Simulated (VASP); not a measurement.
Crystal: KAl4.

```
CELL_PARAMETERS angstrom
4.48589 0.00000 0.00000
-2.24295 3.88490 0.00000
0.00000 0.00000 5.92954
ATOMIC_POSITIONS crystal
K 0.00000 0.00000 0.00000
Al 0.33333 0.66667 0.00000
Al 0.66667 0.33333 0.00000
Al 0.33333 0.66667 0.50000
Al 0.66667 0.33333 0.50000
```

```yaml
Program: VASP 6.6.1
Task: relaxation of cell and atoms
Functional: PBE
Potentials_or_basis: VASP PAW PBE potentials, release 64 (K_sv, Al)
Cutoff: 600 eV
k_mesh: 6 × 6 × 4
Occupations: gaussian, width 0.1 eV
Spin: no spin polarisation
```

At the start: pressure 14.8 GPa; volume 20.67 Å³/atom.

Where does the relaxation end?

Over 10 steps the energy falls by 442.0 meV/atom and the volume is 26.17 Å³/atom (+26.6 %); space group P6/mmm (No. 191, to 0.05 Å).

The path:
```csv
step,energy change (eV),largest force (eV/Å),pressure (GPa),volume (Å³)
1,0.0000,0.0000,14.83,103.34
2,-2.0515,0.0000,-0.83,133.25
3,-2.0856,0.0000,-1.49,136.41
4,-2.0832,0.0000,-2.45,142.80
5,-2.0943,0.0000,-1.99,139.35
6,-2.0941,0.0000,-1.87,138.60
7,-2.2033,0.0000,-0.58,133.03
8,-2.2090,0.0000,-0.23,131.86
9,-2.2075,0.0000,0.50,129.52
10,-2.2102,0.0000,0.08,130.86
```

Final structure:
```
CELL_PARAMETERS angstrom
5.30757 0.00000 0.00000
-2.65379 4.59649 0.00000
0.00000 0.00000 5.36404
ATOMIC_POSITIONS crystal
K 0.00000 0.00000 0.00000
Al 0.33333 0.66667 0.00000
Al 0.66667 0.33333 0.00000
Al 0.33333 0.66667 0.50000
Al 0.66667 0.33333 0.50000
```

Caveat: the volume moved by over 15 % at a fixed basis, so the end points are rough.
